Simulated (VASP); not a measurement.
# Tl2PtS3 (P1) in VASP: relaxation of cell and atoms with PBEsol

Aim: the relaxation of cell and atoms of Tl2PtS3 with PBEsol.

All numbers are computed with VASP 6.6.1; they aren't measurements. Logs are shortened: lines on timing, memory, paths and dates and some standing lists are left out, and cuts for length are marked.

## 1. The cell of the first run

The typed cell holds 6 atoms: a = 3.747 Å, b = 3.644 Å, c = 11.033 Å, α = 89.11°, β = 90.12°, γ = 120.02°.

## 2. Relaxation of cell and atoms, PBEsol

Input file INCAR:

```
SYSTEM = Tl2PtS3
ALGO = Normal
EDIFF = 1E-6
EDIFFG = -0.01
ENCUT = 600
GGA = PS
IBRION = 2
ISIF = 3
ISMEAR = -1
LASPH = .TRUE.
LCHARG = .FALSE.
LREAL = .FALSE.
LWAVE = .FALSE.
NELM = 100
NSW = 100
PREC = Accurate
SIGMA = 0.05
```

Input file KPOINTS:

```
k-points
0
G
  6 6 2
  0 0 0
```

Input file POSCAR:

```
Tl2PtS3
1.0
    3.7470998785      0.0296853000     -0.0040240432
   -1.8478417197      3.1407907207      0.0285988598
   -0.0119216633      0.0909515852     11.0326545578
Tl Pt S
2 1 3
Direct
    0.3301753300      0.6436812679      0.8532414781
    0.6958149115      0.2782597578      0.1654584558
    0.0217821846      0.0549074310      0.4733742708
    0.3607067587      0.6597295008      0.3760458941
    0.7577437732      0.4261203801      0.6051983956
   -0.0306773693     -0.0278417483      0.0078994371
```

Potentials or basis: VASP PAW PBE potentials, release 64 (Tl_d, Pt, S).

Command:

```sh
$ cat potpaw_PBE.64/Tl_d/POTCAR potpaw_PBE.64/Pt/POTCAR potpaw_PBE.64/S/POTCAR > POTCAR
$ mpirun -np 1 vasp_std > vasp.out
```

OUTCAR:

```text
SYSTEM = Tl2PtS3
   EDIFF = 1E-6
   EDIFFG = -0.01
   ENCUT = 600
   GGA = PS
   IBRION = 2
   ISIF = 3
   ISMEAR = -1
   LASPH = .TRUE.
   LREAL = .FALSE.
   NELM = 100
   NSW = 100
   PREC = Accurate

 ion  position               nearest neighbor table
   1  0.330  0.644  0.853-   6 2.69   6 2.70   6 2.80   5 3.33   2 4.00   2 4.02
   2  0.696  0.278  0.165-   6 2.55   6 2.78   6 2.95   4 3.01   4 3.19   4 3.28   1 4.00   1 4.02

   3  0.022  0.055  0.473-   4 2.18   4 2.41   5 2.45   5 2.52   4 2.59   5 2.80
   4  0.361  0.660  0.376-   3 2.18   3 2.41   3 2.59   2 3.01   2 3.19   2 3.28
   5  0.758  0.426  0.605-   3 2.45   3 2.52   3 2.80   1 3.33
   6  0.969  0.972  0.008-   2 2.55   1 2.69   1 2.70   2 2.78   1 2.80   2 2.95

  LATTYP: Found a triclinic cell.
 ALAT       =     3.6441601594
 B/A-ratio  =     1.0282807176
 C/A-ratio  =     3.0275935759
 COS(alpha) =     0.0020890400
 COS(beta)  =     0.0155003796
 COS(gamma) =     0.5002338273

  Lattice vectors:

 A1 = (  -1.8478417197,   3.1407907207,   0.0285988598)
 A2 = (  -3.7470998785,  -0.0296853000,   0.0040240432)
 A3 = (  -0.0119216633,   0.0909515852,  11.0326545578)

Analysis of symmetry for initial positions (statically):
=====================================================================
 Subroutine PRICEL returns:
 Original cell was already a primitive cell.

 Routine SETGRP: Setting up the symmetry group for a
 triclinic supercell.

 Subroutine GETGRP returns: Found  1 space group operations
 (whereof  1 operations were pure point group operations)
 out of a pool of  2 trial point group operations.

The static configuration has the point symmetry C_1 .

Analysis of symmetry for dynamics (positions and initial velocities):
=====================================================================
 Subroutine PRICEL returns:
 Original cell was already a primitive cell.

 Routine SETGRP: Setting up the symmetry group for a
 triclinic supercell.

 Subroutine GETGRP returns: Found  1 space group operations
 (whereof  1 operations were pure point group operations)
 out of a pool of  2 trial point group operations.

The dynamic configuration has the point symmetry C_1 .

 Subroutine INISYM returns: Found  1 space group operations
 (whereof  1 operations are pure point group operations),
 and found     1 'primitive' translations

----------------------------------------------------------------------------------------

                                     Primitive cell

  volume of cell :     130.4377

  direct lattice vectors                    reciprocal lattice vectors
     3.747099878  0.029685300 -0.004024043     0.265633811  0.156291176 -0.001001403
    -1.847841720  3.140790721  0.028598860    -0.002513642  0.316936108 -0.002615491
    -0.011921663  0.090951585 11.032654558     0.000103403 -0.000764557  0.090646432

  length of vectors
     3.747219624  3.644160159 11.033035888     0.308203271  0.316956867  0.090649715

  position of ions in fractional coordinates (direct lattice)
     0.330175330  0.643681268  0.853241478
     0.695814912  0.278259758  0.165458456
     0.021782185  0.054907431  0.473374271
     0.360706759  0.659729501  0.376045894
     0.757743773  0.426120380  0.605198396
     0.969322631  0.972158252  0.007899437

  ion indices of the primitive-cell ions
   primitive index   ion index
                 1           1
                 2           2
                 3           3
                 4           4
                 5           5
                 6           6

----------------------------------------------------------------------------------------

 KPOINTS: k-points

Automatic generation of k-mesh.
 Grid dimensions read from file:
 generate k-points for:    6    6    2

 Generating k-lattice:

  Cartesian coordinates                     Fractional coordinates (reciprocal lattice)
     0.044272302  0.026048529 -0.000166901     0.166666667  0.000000000 -0.000000000
    -0.000418940  0.052822685 -0.000435915    -0.000000000  0.166666667 -0.000000000
     0.000051701 -0.000382278  0.045323216     0.000000000 -0.000000000  0.500000000

  Length of vectors
     0.051367212  0.052826145  0.045324858

  Shift w.r.t. Gamma in fractional coordinates (k-lattice)
     0.000000000  0.000000000  0.000000000

 Subroutine IBZKPT returns following result:
 ===========================================

 Found     40 irreducible k-points:

 Following reciprocal coordinates:
            Coordinates               Weight
  0.000000  0.000000  0.000000      1.000000
  0.166667 -0.000000  0.000000      2.000000
  0.333333 -0.000000  0.000000      2.000000
  0.500000  0.000000  0.000000      1.000000
 -0.000000  0.166667  0.000000      2.000000
  0.166667  0.166667  0.000000      2.000000
[... 16 lines left out ...]
  0.333333  0.000000  0.500000      2.000000
  0.500000  0.000000  0.500000      1.000000
 [... further k-points ...]
   k-points           NKPTS =     40   k-points in BZ     NKDIM =     40   number of bands    NBANDS=     32
   number of dos      NEDOS =    301   number of ions     NIONS =      6
   total plane-waves  NPLWV =  81000
   dimension x,y,z NGX =    30 NGY =   30 NGZ =   90
   dimension x,y,z NGXF=    60 NGYF=   60 NGZF=  180
   ions per type =               2   1   3
   NGX,Y,Z   is equivalent  to a cutoff of  13.31, 13.69, 13.56 a.u.
   NGXF,Y,Z  is equivalent  to a cutoff of  26.62, 27.37, 27.12 a.u.
 SYSTEM =  Tl2PtS3
   PREC   = accura    normal or accurate (medium, high low for compatibility)
   ISTART =      0    job   : 0-new  1-cont  2-samecut
   ICHARG =      2    charge: 1-file 2-atom 10-const
   ISPIN  =      1    spin polarized calculation?
   LNONCOLLINEAR =      F non collinear calculations
   LSORBIT =      F    spin-orbit coupling
   LASPH  =      T    aspherical Exc in radial PAW
   ENCUT  =  600.0 eV  44.10 Ry    6.64 a.u.   7.48  7.28 22.04*2*pi/ulx,y,z
   NELM   =    100;   NELMIN=  2; NELMDL= -5     # of ELM steps
   EDIFF  = 0.1E-05   stopping-criterion for ELM
   LREAL  =      F    real-space projection
   EDIFFG = -.1E-01   stopping-criterion for IOM
   NSW    =    100    number of steps for IOM
   IBRION =      2    ionic relax: 0-MD 1-quasi-New 2-CG
   NFREE  =      1    steps in history (QN), initial steepest desc. (CG)
   ISIF   =      3    stress and relaxation
   ISYM   =      2    0-nonsym 1-usesym 2-fastsym
   POTIM  = 0.5000    time-step for ionic-motion
   TEBEG  =    0.0;   TEEND  =   0.0 temperature during run
   PSTRESS=    0.0 pullay stress
   NELECT =      54.0000    total number of electrons
   NUPDOWN=      -1.0000    fix difference up-down
   EMIN   =  10.00;   EMAX   =-10.00  energy-range for DOS
   EFERMI =   0.00;   METHOD = LEGACY
   ISMEAR =    -1;   SIGMA  =   0.05  broadening in eV -4-tet -1-fermi 0-gaus
   EFERMI_NEDOS =   21; number of points for ismear=-14 and -15
   IALGO  =     38    algorithm
   IMIX   =      4    mixing-type and parameters
     AMIX     =   0.40;   BMIX     =  1.00
     AMIX_MAG =   1.60;   BMIX_MAG =  1.00
  volume/ion in A,a.u.               =      21.74       146.71
  Fermi-wavevector in a.u.,A,eV,Ry     =   1.220127  2.305706 20.255130  1.488710
  Thomas-Fermi vector in A             =   2.355355
   LORBIT       =      0    0 simple, 1 ext, 2 COOP (PROOUT), +10 PAW based schemes
   GGA     = PS    functional components
   LHFCALC =     F    Hartree Fock is set to
   AEXX    =    0.0000 exact exchange contribution
   IVDW    =     0    specifies the selected vdW correction
   LEPSILON=     F    determine dielectric tensor
   LRPA    =     F    only Hartree local field effects (RPA)
 conjugate gradient relaxation of ions
 non-spin polarized calculation
  energy-cutoff  :      600.00
  volume of cell :      130.44
 maximum number of plane-waves:      4393
 NGX is ok and might be reduce to    30
   NGX = 15   NGY = 15   NGZ = 45

--------------------------------------- Ionic step        1  -------------------------------------------

 number of electron      54.0000000 magnetization

 Free energy of the ion-electron system (eV)
  ---------------------------------------------------
  ext. energy  EPLUGINS =         0.00000000
  ---------------------------------------------------
  free energy    TOTEN  =       -26.25817698 eV

  energy without entropy =      -26.24220754  energy(sigma->0) =      -26.25019226

------------------------ aborting loop because EDIFF is reached ----------------------------------------

  FORCE on cell =-STRESS in cart. coord.  units (eV):
  Direction    XX          YY          ZZ          XY          YZ          ZX
  --------------------------------------------------------------------------------------
  -------------------------------------------------------------------------------------
  Total       -0.2091184      4.6651601      1.5623001     -0.1473965     -3.5742103     -0.6848040
  in kB       -2.5686193     57.3025661     19.1898675     -1.8104842    -43.9023346     -8.4115071
  external PRESSURE =      24.6412714 kB  Pullay stress =       0.0000000 kB
[... 101 lines left out ...]
  FREE ENERGIE OF THE ION-ELECTRON SYSTEM (eV)
  ---------------------------------------------------
  free  energy   TOTEN  =       -26.8246458422 eV

  energy  without entropy=      -26.8125552145  energy(sigma->0) =      -26.81860053

[... ionic steps 4 to 61 ...]

--------------------------------------- Ionic step       62  -------------------------------------------

 number of electron      54.0000003 magnetization

------------------------ aborting loop because EDIFF is reached ----------------------------------------
[... 75 lines left out ...]
--------------------------------------- Ionic step       64  -------------------------------------------

 number of electron      54.0000003 magnetization

 Free energy of the ion-electron system (eV)
  ---------------------------------------------------
  ext. energy  EPLUGINS =         0.00000000
  ---------------------------------------------------
  free energy    TOTEN  =       -27.23437992 eV

  energy without entropy =      -27.22508998  energy(sigma->0) =      -27.22973495

 E-fermi :   6.2849     XC(G=0): -10.4683

 val. band max:        6.2001744205   @ k =  -0.0000   0.1667   0.5000
 cond. band min:       6.5420625263   @ k =   0.3333   0.3333   0.0000
 fundamental gap:      0.3418881058
 Fermi energy:         6.2848692616

 k-point     1 :       0.0000    0.0000    0.0000
  band No.  band energies     occupation
      1      -9.0955      2.00000
      2      -6.9503      2.00000
      3      -6.8126      2.00000
      4      -4.7097      2.00000
      5      -4.7086      2.00000
      6      -4.6773      2.00000
[... 829 lines left out ...]
     31       9.9295      0.00000
     32       9.9468      0.00000

 [... further k-points ...]

------------------------ aborting loop because EDIFF is reached ----------------------------------------

  FORCE on cell =-STRESS in cart. coord.  units (eV):
  Direction    XX          YY          ZZ          XY          YZ          ZX
  --------------------------------------------------------------------------------------
  -------------------------------------------------------------------------------------
  Total        0.0103769      0.0007139      0.0055588      0.0036530      0.0125104      0.0215639
  in kB        0.1261694      0.0086795      0.0675878      0.0444151      0.1521092      0.2621878
  external PRESSURE =       0.0674789 kB  Pullay stress =       0.0000000 kB
[... 21 lines left out ...]
  FREE ENERGIE OF THE ION-ELECTRON SYSTEM (eV)
  ---------------------------------------------------
  free  energy   TOTEN  =       -27.2343799249 eV

  energy  without entropy=      -27.2250899798  energy(sigma->0) =      -27.22973495

 reached required accuracy - stopping structural energy minimisation
```

It took 52 min on 1 thread of Intel Xeon 6975P-C (Granite Rapids), shared host; peak memory 0.43 GiB.

What came out:

```yaml
Free_energy: -27.2344 eV
Relaxed_volume: 21.96 Å³/atom
Relaxed_cell: a = 3.708 Å, b = 3.706 Å, c = 11.073 Å, α = 90.01°, β = 90.08°, γ = 119.99°
Space_group_after_relaxing_to_0.1_Å: P-3m1 (No. 164)
Energy_gained_by_relaxing: 162.7 meV/atom
Ionic_steps: 64
Pressure_after_relaxing: 0.0 GPa
Largest_force_after_relaxing: 0.010 eV/Å
Band_gap_on_the_k_mesh: zero (bands 27 and 28 overlap by 0.70 eV)
```

Forces on the atoms (eV/Å):
```
Tl  -0.001 -0.002 -0.002
Tl   0.007  0.000  0.002
Pt  -0.002 -0.009  0.003
S    0.002  0.004 -0.006
S    0.000  0.002  0.000
S   -0.006  0.004  0.004
```

The path:
```
step  energy change (eV)  largest force (eV/Å)  pressure (GPa)  volume (Å³)
   1              0.0000                3.3653            2.46       130.44
   3             -0.5665                1.4414           -2.86       135.92
   5             -0.8142                0.9572            1.61       129.35
   7             -0.9179                0.4799            0.22       131.93
   9             -0.9369                0.2044           -0.27       132.86
  11             -0.9438                0.2097            0.51       131.96
  13             -0.9526                0.1734           -0.17       133.33
  15             -0.9574                0.1309           -0.01       133.28
  17             -0.9598                0.0765            0.13       133.19
  19             -0.9614                0.0931           -0.19       133.71
  21             -0.9628                0.0686            0.15       133.29
  23             -0.9649                0.0826           -0.02       133.61
  25             -0.9658                0.0413           -0.09       133.63
  27             -0.9664                0.0564            0.18       133.06
  29             -0.9672                0.0472            0.14       132.95
  31             -0.9687                0.1740           -0.04       132.48
  33             -0.9702                0.1261           -0.05       132.19
  35             -0.9719                0.0802            0.01       131.63
  37             -0.9732                0.0638            0.10       131.53
  39             -0.9741                0.0378           -0.06       131.81
  41             -0.9747                0.0353            0.01       131.70
  43             -0.9753                0.0282           -0.06       131.70
  45             -0.9754                0.0270            0.01       131.59
  47             -0.9755                0.0339            0.05       131.57
  49             -0.9757                0.0443            0.05       131.71
  51             -0.9759                0.0192           -0.08       131.87
  53             -0.9760                0.0150            0.01       131.75
  55             -0.9760                0.0101            0.00       131.77
  57             -0.9760                0.0105            0.01       131.77
  59             -0.9761                0.0195            0.04       131.74
  61             -0.9762                0.0112           -0.07       131.89
  63             -0.9762                0.0103           -0.02       131.82
  64             -0.9762                0.0095            0.01       131.77
```

Final structure:
```cif
data_structure
_symmetry_space_group_name_H-M 'P 1'
_symmetry_Int_Tables_number 1
_cell_length_a 3.7075
_cell_length_b 3.7057
_cell_length_c 11.0733
_cell_angle_alpha 90.011
_cell_angle_beta 90.076
_cell_angle_gamma 119.985
_cell_volume 131.77
loop_
_atom_site_label
_atom_site_type_symbol
_atom_site_fract_x
_atom_site_fract_y
_atom_site_fract_z
_atom_site_occupancy
Tl1 Tl 0.35562 0.67146 0.83100 1
Tl2 Tl 0.68848 0.33840 0.16228 1
Pt1 Pt 0.02307 0.00701 0.49714 1
S1 S 0.35570 0.67307 0.39408 1
S2 S 0.69012 0.34043 0.60025 1
S3 S 0.02256 0.00448 0.99648 1
```

Caveat: the PAW data sets were made with another functional, which shifts forces and pressure a little; spin-orbit coupling is left out, which moves the levels of the heavy elements.
